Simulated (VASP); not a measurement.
Write the native input for VASP 6.6.1 that does the following.

```
Task                   : single point
Functional             : PBEsol
Potentials or basis    : VASP PAW PBE potentials, release 64 (In_d, Sb, H)
Cutoff                 : 520 eV
k mesh                 : 1 × 1 × 9
Occupations            : gaussian, width 0.05 eV
Spin                   : no spin polarisation
Dipole correction      : no
Further INCAR settings : LREAL = Auto; ALGO = Normal; EDIFF = 1e-06; NBANDS = 46
```

The structure of In3Sb3H10 lies in POSCAR:

```
In3Sb3H10
1.0
   15.9000000000      0.0000000000      0.0000000000
    0.0000000000     16.2000000000      0.0000000000
    0.0000000000      0.0000000000      6.3708401784
In Sb H
3 3 10
Direct
    0.5592187639      0.5581101109     -0.0406167485
    0.5546805300      0.3311799138      0.5222909596
    0.3280137095      0.5536901650      0.5223589338
    0.6360195933      0.4443873325      0.2382861182
    0.4433491075      0.6334945018      0.2382848288
    0.4567993530      0.4575925274      0.7128811792
    0.6282533390      0.6258764814      0.8414025333
    0.6312916473      0.3022833876      0.6991884888
    0.4923979499      0.2707310736      0.3641812965
    0.7094033169      0.4991990800      0.3754485546
    0.7070032407      0.3929893412      0.0861091693
    0.2986030751      0.6288965454      0.6992583223
    0.2663753715      0.4925883856      0.3642933033
    0.4991969061      0.7055249726      0.3754264169
    0.3909752238      0.7031613615      0.0861117352
    0.4060442535      0.4077789897      0.9124383314
```

The input as run:

INCAR

```
ALGO = Normal
EDIFF = 1E-6
ENCUT = 520
GGA = PS
ISIF = 2
ISMEAR = 0
LASPH = T
LCHARG = F
LREAL = Auto
LWAVE = F
NBANDS = 46
NELM = 60
PREC = Accurate
SIGMA = 0.05
```

KPOINTS

```
k-points
0
Gamma
  1 1 9
```

Potentials or basis: VASP PAW PBE potentials, release 64 (In_d, Sb, H).

Launch:

```sh
$ cat potpaw_PBE.64/In_d/POTCAR potpaw_PBE.64/Sb/POTCAR potpaw_PBE.64/H/POTCAR > POTCAR
$ mpirun -np 1 vasp_std > vasp.out
```

Results of the run:

- Largest force: 0.166 eV/Å
- Band gap on the k mesh: 3.54 eV, indirect (least direct gap 3.58 eV)

Caveat: the PAW data sets were made with another functional, which shifts forces and pressure a little; spin-orbit coupling is left out, which moves the levels of the heavy elements.

Wall time 34 min on 1 thread of Oxide Virtual Turin-like Processor (shared host), peak memory 1.3 GiB.
